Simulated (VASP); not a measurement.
# Be2BiSb3 (P-3m1) in VASP: single point with PBE

Aim: the single point of Be2BiSb3 with PBE.

Everything below comes from runs of VASP 6.6.1. Logs are shortened: lines on timing, memory, paths and dates and some standing lists are left out, and cuts for length are marked.

## 1. The cell of the first run

It takes space group P-3m1 (No. 164, trigonal). Conventional cell: a = 3.361 Å, b = 3.361 Å, c = 8.233 Å, α = 90.00°, β = 90.00°, γ = 120.00°. Be (site symmetry 3m) has 6 Sb at 2.38 Å within 3.1 Å. Within 3.1 Å of Sb (site symmetry -3m) lie 6 Be at 2.38 Å. Within 3.1 Å of Sb (site symmetry 3m) lie 3 Be at 2.38 Å and 3 Bi at 2.38 Å. Within 3.1 Å of Bi (site symmetry -3m) lie 6 Sb at 2.38 Å.

## 2. Single point, PBE

File INCAR:

```
SYSTEM = Be2BiSb3
  PREC = Accurate
  ENCUT = 600
  EDIFF = 1E-6
  ISMEAR = 0
  SIGMA = 0.1
  LREAL = .False.
  LASPH = .True.
  NELM = 120
  ALGO = Normal
  ISIF = 2
  LWAVE = .False.
  LCHARG = .False.
  GGA = PE
  NBANDS = 41
  GGA_COMPAT = .False.
```

File KPOINTS:

```
Automatic mesh
0
Gamma
  6 6 2
  0 0 0
```

File POSCAR:

```
Be2BiSb3
1.0
    3.3610026200      0.0000000000      0.0000000000
   -1.6805013100      2.9107136500      0.0000000000
    0.0000000000      0.0000000000      8.2327414400
Be Sb Bi
2 3 1
Direct
    0.3333333300      0.6666666700      0.6666666700
    0.6666666700      0.3333333300      0.3333333300
    0.0000000000      0.0000000000      0.5000000000
    0.3333333300      0.6666666700      0.1666666700
    0.6666666700      0.3333333300      0.8333333300
    0.0000000000      0.0000000000      0.0000000000
```

Potentials or basis: VASP PAW PBE potentials, release 64 (Be, Sb_d_GW, Bi_d).

Started as:

```bash
$ cat potpaw_PBE.64/Be/POTCAR potpaw_PBE.64/Sb_d_GW/POTCAR potpaw_PBE.64/Bi_d/POTCAR > POTCAR
$ mpirun -np 1 vasp_std > vasp.out
```

OUTCAR:

```text
SYSTEM = Be2BiSb3
   PREC = Accurate
   ENCUT = 600
   EDIFF = 1E-6
   ISMEAR = 0
   LREAL = .False.
   LASPH = .True.
   NELM = 120
   ISIF = 2
   GGA = PE

 ion  position               nearest neighbor table
   1  0.333  0.667  0.667-   5 2.38   5 2.38   3 2.38   5 2.38   3 2.38   3 2.38
   2  0.667  0.333  0.333-   4 2.38   4 2.38   3 2.38   4 2.38   3 2.38   3 2.38
   3  0.000  0.000  0.500-   1 2.38   2 2.38   1 2.38   2 2.38   2 2.38   1 2.38   4 3.36   5 3.36
                             5 3.36   4 3.36   5 3.36   4 3.36
   4  0.333  0.667  0.167-   2 2.38   2 2.38   6 2.38   2 2.38   6 2.38   6 2.38   3 3.36   3 3.36
                             3 3.36   5 3.36   5 3.36   5 3.36
   5  0.667  0.333  0.833-   1 2.38   1 2.38   6 2.38   1 2.38   6 2.38   6 2.38   3 3.36   3 3.36
                             3 3.36   4 3.36   4 3.36   4 3.36
   6  0.000  0.000  0.000-   4 2.38   5 2.38   4 2.38   5 2.38   5 2.38   4 2.38

  LATTYP: Found a hexagonal cell.
 ALAT       =     3.3610026200
 C/A-ratio  =     2.4494897418

  Lattice vectors:

 A1 = (   3.3610026200,   0.0000000000,   0.0000000000)
 A2 = (  -1.6805013100,   2.9107136500,   0.0000000000)
 A3 = (   0.0000000000,   0.0000000000,   8.2327414400)

Analysis of symmetry for initial positions (statically):
=====================================================================
 Subroutine PRICEL returns:
 Original cell was already a primitive cell.

 Routine SETGRP: Setting up the symmetry group for a
 hexagonal supercell.

 Subroutine GETGRP returns: Found 12 space group operations
 (whereof 12 operations were pure point group operations)
 out of a pool of 24 trial point group operations.

The static configuration has the point symmetry D_3d.

Analysis of symmetry for dynamics (positions and initial velocities):
=====================================================================
 Subroutine PRICEL returns:
 Original cell was already a primitive cell.

 Routine SETGRP: Setting up the symmetry group for a
 hexagonal supercell.

 Subroutine GETGRP returns: Found 12 space group operations
 (whereof 12 operations were pure point group operations)
 out of a pool of 24 trial point group operations.

The dynamic configuration has the point symmetry D_3d.

 Subroutine INISYM returns: Found 12 space group operations
 (whereof 12 operations are pure point group operations),
 and found     1 'primitive' translations

----------------------------------------------------------------------------------------

                                     Primitive cell

  volume of cell :      80.5402

  direct lattice vectors                    reciprocal lattice vectors
     3.361002620  0.000000000  0.000000000     0.297530265  0.171779179  0.000000000
    -1.680501310  2.910713650  0.000000000     0.000000000  0.343558357  0.000000000
     0.000000000  0.000000000  8.232741440     0.000000000  0.000000000  0.121466222

  length of vectors
     3.361002620  3.361002619  8.232741440     0.343558357  0.343558357  0.121466222

  position of ions in fractional coordinates (direct lattice)
     0.333333330  0.666666670  0.666666670
     0.666666670  0.333333330  0.333333330
     0.000000000  0.000000000  0.500000000
     0.333333330  0.666666670  0.166666670
     0.666666670  0.333333330  0.833333330
     0.000000000  0.000000000  0.000000000

  ion indices of the primitive-cell ions
   primitive index   ion index
                 1           1
                 2           2
                 3           3
                 4           4
                 5           5
                 6           6

----------------------------------------------------------------------------------------

 KPOINTS: Automatic mesh

Automatic generation of k-mesh.
 Grid dimensions read from file:
 generate k-points for:    6    6    2

 Generating k-lattice:

  Cartesian coordinates                     Fractional coordinates (reciprocal lattice)
     0.049588377  0.028629863  0.000000000     0.166666667  0.000000000  0.000000000
     0.000000000  0.057259726  0.000000000     0.000000000  0.166666667  0.000000000
     0.000000000  0.000000000  0.060733111     0.000000000  0.000000000  0.500000000

  Length of vectors
     0.057259726  0.057259726  0.060733111

  Shift w.r.t. Gamma in fractional coordinates (k-lattice)
     0.000000000  0.000000000  0.000000000

 Subroutine IBZKPT returns following result:
 ===========================================

 Found     14 irreducible k-points:

 Following reciprocal coordinates:
            Coordinates               Weight
  0.000000  0.000000  0.000000      1.000000
  0.166667  0.000000  0.000000      6.000000
  0.333333  0.000000  0.000000      6.000000
  0.500000 -0.000000  0.000000      3.000000
  0.166667  0.166667  0.000000      6.000000
  0.333333  0.166667  0.000000     12.000000
  0.333333  0.333333  0.000000      2.000000
  0.000000  0.000000  0.500000      1.000000
  0.166667  0.000000  0.500000      6.000000
  0.333333  0.000000  0.500000      6.000000
  0.500000 -0.000000  0.500000      3.000000
  0.166667  0.166667  0.500000      6.000000
  0.333333  0.166667  0.500000     12.000000
  0.333333  0.333333  0.500000      2.000000
   k-points           NKPTS =     14   k-points in BZ     NKDIM =     14   number of bands    NBANDS=     41
   number of dos      NEDOS =    301   number of ions     NIONS =      6
   total plane-waves  NPLWV =  54880
   dimension x,y,z NGX =    28 NGY =   28 NGZ =   70
   dimension x,y,z NGXF=    56 NGYF=   56 NGZF=  140
   ions per type =               2   3   1
   NGX,Y,Z   is equivalent  to a cutoff of  13.85, 13.85, 14.14 a.u.
   NGXF,Y,Z  is equivalent  to a cutoff of  27.70, 27.70, 28.27 a.u.
 SYSTEM =  Be2BiSb3
   PREC   = accura    normal or accurate (medium, high low for compatibility)
   ISTART =      0    job   : 0-new  1-cont  2-samecut
   ICHARG =      2    charge: 1-file 2-atom 10-const
   ISPIN  =      1    spin polarized calculation?
   LNONCOLLINEAR =      F non collinear calculations
   LSORBIT =      F    spin-orbit coupling
   LASPH  =      T    aspherical Exc in radial PAW
   ENCUT  =  600.0 eV  44.10 Ry    6.64 a.u.   6.71  6.71 16.44*2*pi/ulx,y,z
   NELM   =    120;   NELMIN=  2; NELMDL= -5     # of ELM steps
   EDIFF  = 0.1E-05   stopping-criterion for ELM
   LREAL  =      F    real-space projection
   EDIFFG = 0.1E-04   stopping-criterion for IOM
   NSW    =      0    number of steps for IOM
   IBRION =     -1    ionic relax: 0-MD 1-quasi-New 2-CG
   NFREE  =      0    steps in history (QN), initial steepest desc. (CG)
   ISIF   =      2    stress and relaxation
   ISYM   =      2    0-nonsym 1-usesym 2-fastsym
   POTIM  = 0.5000    time-step for ionic-motion
   TEBEG  =    0.0;   TEEND  =   0.0 temperature during run
   PSTRESS=    0.0 pullay stress
   NELECT =      64.0000    total number of electrons
   NUPDOWN=      -1.0000    fix difference up-down
   EMIN   =  10.00;   EMAX   =-10.00  energy-range for DOS
   EFERMI =   0.00;   METHOD = LEGACY
   ISMEAR =     0;   SIGMA  =   0.10  broadening in eV -4-tet -1-fermi 0-gaus
   EFERMI_NEDOS =   21; number of points for ismear=-14 and -15
   IALGO  =     38    algorithm
   IMIX   =      4    mixing-type and parameters
     AMIX     =   0.40;   BMIX     =  1.00
     AMIX_MAG =   1.60;   BMIX_MAG =  1.00
  volume/ion in A,a.u.               =      13.42        90.59
  Fermi-wavevector in a.u.,A,eV,Ry     =   1.516342  2.865471 31.283789  2.299294
  Thomas-Fermi vector in A             =   2.625745
   LORBIT       =      0    0 simple, 1 ext, 2 COOP (PROOUT), +10 PAW based schemes
   GGA     = PE    functional components
   LHFCALC =     F    Hartree Fock is set to
   AEXX    =    0.0000 exact exchange contribution
   IVDW    =     0    specifies the selected vdW correction
   LEPSILON=     F    determine dielectric tensor
   LRPA    =     F    only Hartree local field effects (RPA)
 non-spin polarized calculation
 Gauss-broadening in eV      SIGMA  =   0.10
  energy-cutoff  :      600.00
  volume of cell :       80.54
 maximum number of plane-waves:      2730
 NGX is ok and might be reduce to    28
   NGX = 13   NGY = 13   NGZ = 33

 number of electron      64.0000002 magnetization

 Free energy of the ion-electron system (eV)
  ---------------------------------------------------
  ext. energy  EPLUGINS =         0.00000000
  ---------------------------------------------------
  free energy    TOTEN  =        -3.16006131 eV

  energy without entropy =       -3.15148152  energy(sigma->0) =       -3.15577141

 E-fermi :  13.6559     XC(G=0): -12.7754

 val. band max:       13.6222312396   @ k =   0.1667   0.1667   0.5000
 cond. band min:      13.6744474516   @ k =   0.0000   0.0000   0.5000
 fundamental gap:      0.0522162121
 Fermi energy:        13.6558534265

 k-point     1 :       0.0000    0.0000    0.0000
  band No.  band energies     occupation
      1     -17.5489      2.00000
      2     -17.5489      2.00000
      3     -17.2720      2.00000
      4     -17.2719      2.00000
      5     -17.2244      2.00000
      6     -17.2244      2.00000
[... 33 lines left out ...]
     40      19.6930      0.00000
     41      20.3374      0.00000

 k-point     2 :       0.1667    0.0000    0.0000
  band No.  band energies     occupation
      1     -17.5300      2.00000
      2     -17.4903      2.00000
      3     -17.3017      2.00000
      4     -17.2606      2.00000
      5     -17.2417      2.00000
      6     -17.1945      2.00000
[... 33 lines left out ...]
     40      19.4383      0.00000
     41      20.4809      0.00000

 k-point     3 :       0.3333    0.0000    0.0000
  band No.  band energies     occupation
      1     -17.4907      2.00000
      2     -17.3938      2.00000
      3     -17.3350      2.00000
      4     -17.2758      2.00000
      5     -17.2528      2.00000
      6     -17.1550      2.00000
[... 33 lines left out ...]
     40      20.1289      0.00000
     41      21.6495      0.00000

 k-point     4 :       0.5000   -0.0000    0.0000
  band No.  band energies     occupation
      1     -17.4697      2.00000
      2     -17.4108      2.00000
      3     -17.2928      2.00000
      4     -17.2839      2.00000
      5     -17.2557      2.00000
      6     -17.1494      2.00000
[... 385 lines left out ...]
     40      20.5008      0.00000
     41      21.4203      0.00000

 k-point    13 :       0.3333    0.1667    0.5000
  band No.  band energies     occupation
      1     -17.4568      2.00000
      2     -17.3887      2.00000
      3     -17.2997      2.00000
      4     -17.2715      2.00000
      5     -17.2457      2.00000
      6     -17.1575      2.00000
[... 33 lines left out ...]
     40      20.2822      0.00000
     41      20.4864      0.00000

 k-point    14 :       0.3333    0.3333    0.5000
  band No.  band energies     occupation
      1     -17.3890      2.00000
      2     -17.3778      2.00000
      3     -17.3778      2.00000
      4     -17.2419      2.00000
      5     -17.1629      2.00000
      6     -17.1629      2.00000
[... 33 lines left out ...]
     40      20.8560      0.00000
     41      20.9013      0.00000

------------------------ aborting loop because EDIFF is reached ----------------------------------------

  FORCE on cell =-STRESS in cart. coord.  units (eV):
  Direction    XX          YY          ZZ          XY          YZ          ZX
  --------------------------------------------------------------------------------------
  -------------------------------------------------------------------------------------
  Total       70.3529177     70.3529177     67.2888843      0.0000000      0.0000000      0.0000000
  in kB     1399.5225046   1399.5225036   1338.5700400      0.0000000      0.0000000      0.0000000
  external PRESSURE =    1379.2050161 kB  Pullay stress =       0.0000000 kB

 VOLUME and BASIS-vectors are now :
 -----------------------------------------------------------------------------
  energy-cutoff  :      600.00
  volume of cell :       80.54
      direct lattice vectors                 reciprocal lattice vectors
     3.361002620  0.000000000  0.000000000     0.297530265  0.171779179  0.000000000
    -1.680501310  2.910713650  0.000000000     0.000000000  0.343558357  0.000000000
     0.000000000  0.000000000  8.232741440     0.000000000  0.000000000  0.121466222

 POSITION                                       TOTAL-FORCE (eV/Angst)
 -----------------------------------------------------------------------------------
     -0.00000      1.94048      5.48849        -0.000000      0.000000     -0.142347
      1.68050      0.97024      2.74425        -0.000000     -0.000000      0.142347
      0.00000      0.00000      4.11637        -0.000000      0.000000      0.000000
     -0.00000      1.94048      1.37212         0.000000      0.000000     16.327458
      1.68050      0.97024      6.86062        -0.000000      0.000000    -16.327458
      0.00000      0.00000      0.00000        -0.000000      0.000000      0.000000
 -----------------------------------------------------------------------------------
    total drift:                               -0.000000      0.000000      0.000000

  FREE ENERGIE OF THE ION-ELECTRON SYSTEM (eV)
  ---------------------------------------------------
  free  energy   TOTEN  =        -3.1600613062 eV

  energy  without entropy=       -3.1514815166  energy(sigma->0) =       -3.15577141
```

Run time: 2 min. Hardware: 1 thread of Intel Xeon Platinum 8259CL at 2.50GHz (Skylake/Cascade Lake), shared host; peak memory 0.26 GiB.

Results:

| Quantity | Value |
| --- | --- |
| Free energy | -3.1601 eV |
| Pressure | 137.9 GPa |
| Largest force | 16.327 eV/Å |
| Band gap on the k mesh | zero (bands 32 and 33 overlap by 3.08 eV) |

Forces in eV/Å, atoms in the order of the input:
```
Be    0.000   0.000  -0.142
Be    0.000   0.000   0.142
Sb    0.000   0.000   0.000
Sb    0.000   0.000  16.327
Sb    0.000   0.000 -16.327
Bi    0.000   0.000   0.000
```

Levels at points of the mesh, in eV from the Fermi level:
```
           k point  band 28  band 29  band 30  band 31  band 32  band 33  band 34  band 35  band 36  band 37
(0.00, 0.00, 0.00)    -0.41    -0.06    -0.06     0.83     0.83     1.90     2.28     2.45     2.45     3.22
(0.50, 0.00, 0.00)    -4.87    -3.66    -3.17    -2.48    -1.92    -1.86     0.62     0.80     1.93     4.77
(0.00, 0.00, 0.50)    -2.21     0.02     0.02     1.22     1.22     1.26     1.26     1.58     2.51     4.55
(0.50, 0.00, 0.50)    -6.42    -6.37    -3.11    -2.29     0.22     0.78     0.82     1.34     1.62     3.03
```

Caveat: the k points lie up to 0.38 Å⁻¹ apart, too coarse for converged energies and pressures of a metal; spin-orbit coupling is left out, which moves the levels of the heavy elements; forces of over 1 eV/Å act on the atoms, so gaps and moduli don't describe the material at rest.
